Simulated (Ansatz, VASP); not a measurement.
Two plane-wave programs on InSe

```xyz
8
Lattice="4.0874 0.0000 0.0000 -2.0437 3.5398 0.0000 0.0000 0.0000 18.6207" Properties=species:S:1:pos:R:3 pbc="T T T"
In    0.0000    2.3599    3.2422
In    2.0437    1.1799   12.5526
In    0.0000    2.3599    6.0681
In    2.0437    1.1799   15.3785
Se    0.0000    2.3599   11.2796
Se    2.0437    1.1799    1.9692
Se    0.0000    2.3599   16.6515
Se    2.0437    1.1799    7.3411
```

Alike in both runs: functional PBE; k mesh 12 × 12 × 2; no spin polarisation.

Ansatz relaxed the structure, and its values are those at the end. VASP's run is a single point on that final structure, the one shown.

```csv
,VASP,Ansatz
version,VASP 6.6.1,Ansatz 0.2.0
potentials or method,"VASP PAW PBE potentials, release 64 (In_d, Se), cutoff 500 eV","scalar-relativistic, plane waves, PAW"
occupations,"gaussian, width 0.01 eV",fixed
valence electrons in the cell,76,116
```

```tsv
	VASP	Ansatz	Ansatz less VASP
gap on the k mesh at the Fermi level (eV)	0.76	0.77	+0.011
least direct gap on the mesh (eV)	0.76	0.77	+0.011
pressure (GPa)	0.0	0.0	-0.03
rms of the force components (eV/Å)	0.008	0.000	-0.0075
```

VASP's potentials hold 76 valence electrons a cell and Ansatz's 116, so a difference there can come from the potentials and not from the codes.
